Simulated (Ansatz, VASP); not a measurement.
## One calculation of ZnS, two programs

Contents of POSCAR:

```
ZnS
1.0
    0.0000000000      2.6945131952      2.6945131952
    2.6945131952      0.0000000000      2.6945131952
    2.6945131952      2.6945131952      0.0000000000
Zn S
1 1
Direct
   -0.0204734395      0.0204734395     -0.0204734395
    0.7917515120      0.7082484880      0.7917515120
```

Contents of INCAR.step1:

```
SYSTEM = ZnS
PREC     = Accurate       ! precision mode
ENCUT    = 520            ! plane-wave cutoff, eV
ISMEAR   = 0              ! smearing method
SIGMA    = 0.05           ! smearing width, eV
LREAL    = .False.        ! projectors in reciprocal space
LASPH    = .True.         ! aspherical terms in the spheres
NELM     = 80             ! most SCF steps
NBANDS   = 16             ! bands
GGA      = PE             ! functional
ALGO     = Normal         ! electronic algorithm
EDIFF    = 1E-4           ! SCF threshold, eV
LWAVE    = .True.         ! write WAVECAR
LCHARG   = .False.        ! write CHGCAR
```

File INCAR.step2:

```
SYSTEM = ZnS
PREC     = Accurate       ! precision mode
ENCUT    = 520            ! plane-wave cutoff, eV
EDIFF    = 1E-6           ! SCF threshold, eV
ISMEAR   = 0              ! smearing method
SIGMA    = 0.05           ! smearing width, eV
LREAL    = .False.        ! projectors in reciprocal space
LASPH    = .True.         ! aspherical terms in the spheres
NELM     = 80             ! most SCF steps
ALGO     = Normal         ! electronic algorithm
ISIF     = 2              ! what is computed and relaxed
LWAVE    = .False.        ! write WAVECAR
LCHARG   = .False.        ! write CHGCAR
METAGGA  = R2SCAN         ! meta-GGA
LMIXTAU  = .True.       
NBANDS   = 16             ! bands
ISTART   = 1
```

KPOINTS

```
Automatic mesh
0
Gamma
  8 8 8
  0 0 0
```

Input for Ansatz:

```yaml
crystal:
  lattice:
    - [0.0, 2.6945131952, 2.6945131952]
    - [2.6945131952, 0.0, 2.6945131952]
    - [2.6945131952, 2.6945131952, 0.0]
  atoms:
    - { symbol: Zn, position: [-0.0204734395, 0.0204734395, -0.0204734395] }
    - { symbol: S, position: [0.791751512, 0.708248488, 0.791751512] }
basis:
  ecutwfc: 500
kpoints:
  mp_grid: { grid: [8, 8, 8] }
hamiltonian:
  xc: r2scan
scf:
  occupations: { method: gaussian, width: 0.05 }
output:
  forces: true
  stress: true
  eigenvalues: true
```

Change from the starting cell: mode 4 (273.2 1/cm) frozen in, largest displacement +0.225 Å.

Alike in both runs: task single point; functional r2SCAN; k mesh 8 × 8 × 8; occupations gaussian, width 0.05 eV; no spin polarisation.

```csv
,VASP,Ansatz
version,VASP 6.6.1,Ansatz 0.2.0
potentials or method,"VASP PAW PBE potentials, release 64 (Zn, S), cutoff 520 eV","scalar-relativistic, plane waves, PAW"
valence electrons in the cell,18,18
```

|  | VASP | Ansatz | Ansatz less VASP |
| --- | --- | --- | --- |
| gap on the k mesh at the Fermi level (eV) | 2.65 | 2.64 | -0.012 |
| least direct gap on the mesh (eV) | 2.65 | 2.64 | -0.012 |
| pressure (GPa) | 3.9 | 3.8 | -0.13 |
| traceless stress, the component that is largest in VASP (GPa) | 8.52 | 8.40 | -0.117 |
| rms of the force components (eV/Å) | 1.077 | 1.065 | -0.0121 |

VASP's potentials were made for PBE, not for r2SCAN. Atom by atom the forces differ by 0.012 eV/Å (rms over components). The functional is the same, so the differences come from potentials, cutoffs and numerics.
